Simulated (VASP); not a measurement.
Write the native input for VASP 6.6.1 that does the following.

| Property | Result |
| --- | --- |
| Task | single point |
| Functional | PBE |
| Potentials or basis | VASP PAW PBE potentials, release 64 (Si, Au) |
| Cutoff | 520 eV |
| k mesh | 2 × 2 × 2 |
| Occupations | fermi-dirac, width 0.05 eV |
| Spin | collinear spin, zero start |
| Starting moments | [0.0, 0.0, 0.0, 0.0, 0.0, 0.0, 0.0, 0.0, 0.0, 0.0, 0.0, 0.0, 0.0, 0.0, 0.0, 0.0, 0.0] μB |
| Dipole correction | no |
| Further INCAR settings | LREAL = Auto; ALGO = Normal; EDIFF = 1e-06; NBANDS = 56 |

The structure of Si16Au (a cell with a defect) lies in POSCAR:

```
Si16Au
1.0
    0.0000000000      5.4300000000      5.4300000000
    5.4300000000      0.0000000000      5.4300000000
    5.4300000000      5.4300000000      0.0000000000
Si Au
16 1
Direct
   -0.0074687845     -0.0137582873      0.0015253223
    0.1179188766      0.1005951197      0.1357695212
   -0.0024832413     -0.0100406998      0.5072513812
    0.1225965009      0.1162620626      0.6289381215
    0.0053071823      0.4721727440      0.0020651934
    0.1104105893      0.6148544199      0.1230778085
    0.0172332413      0.4891074586      0.5000967772
    0.1439892265      0.6180406077      0.6320209024
    0.4892102210     -0.0067765193     -0.0016369245
    0.6208672192      0.1090158379      0.1200154696
    0.4963729282      0.0145303867      0.4952801105
    0.6252915285      0.1363289134      0.6280891344
    0.4833083794      0.4791603131     -0.0375595764
    0.6467807551      0.6342361878      0.1398266114
    0.5245253223      0.5137811234      0.5228487109
    0.6549325967      0.6499570902      0.6245337017
    0.4141465009      0.4293207182      0.3203975138
```

The input as run:

INCAR

```
PREC = Accurate
ENCUT = 520
EDIFF = 1E-6
ISMEAR = -1
SIGMA = 0.05
LREAL = Auto
LASPH = True
NELM = 150
ALGO = Normal
ISIF = 2
LWAVE = False
LCHARG = False
ISPIN = 2
MAGMOM = 0 0 0 0 0 0 0 0 0 0 0 0 0 0 0 0 0
LORBIT = 11
LMAXMIX = 4
GGA = PE
NBANDS = 56
```

KPOINTS

```
Automatic mesh
0
Gamma
  2 2 2
```

Potentials or basis: VASP PAW PBE potentials, release 64 (Si, Au).

Command:

```sh
$ cat potpaw_PBE.64/Si/POTCAR potpaw_PBE.64/Au/POTCAR > POTCAR
$ mpirun -np 1 vasp_std > vasp.out
```

Results of the run:

The pressure is 7.0 GPa, the largest force is 0.193 eV/Å and the net moment is 0.00 μB per cell. The valence electrons inside the program's atomic spheres are Si 1.70, 1.71, 1.68, 1.69, 1.67, 1.72, 1.73 (each value once); Au 9.98.

Caveat: the k points lie up to 0.50 Å⁻¹ apart; no moment was typed at the start, so none could form.

Wall time 3.6 min on 1 thread of Intel(R) Xeon(R) 6975P-C (Granite Rapids), on a shared host, peak memory 0.73 GiB.
